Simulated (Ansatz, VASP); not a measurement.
# Sn: VASP beside Ansatz

```xyz
2
Lattice="0.0000 3.2034 3.2034 3.2034 0.0000 3.2034 3.2034 3.2034 0.0000" Properties=species:S:1:pos:R:3 pbc="T T T"
Sn    0.0000    0.0000    0.0000
Sn    1.6017    1.6017    1.6017
```

Alike in both runs: task single point; functional PBEsol; k mesh 12 × 12 × 12; occupations gaussian, width 0.1 eV; no spin polarisation.

```csv
,VASP,Ansatz
version,VASP 6.6.1,Ansatz 0.2.0
potentials or method,"VASP PAW PBE potentials, release 64 (Sn_d), cutoff 520 eV","scalar-relativistic, plane waves, PAW"
valence electrons in the cell,28,28
```

|  | VASP | Ansatz | Ansatz less VASP |
| --- | --- | --- | --- |
| gap on the k mesh at the Fermi level (eV) | none | none | - |
| pressure (GPa) | 2.9 | 3.0 | +0.07 |

VASP's potentials were made for PBE, not for PBEsol. A gap of «none» marks a metal or a gap that the smearing closes.
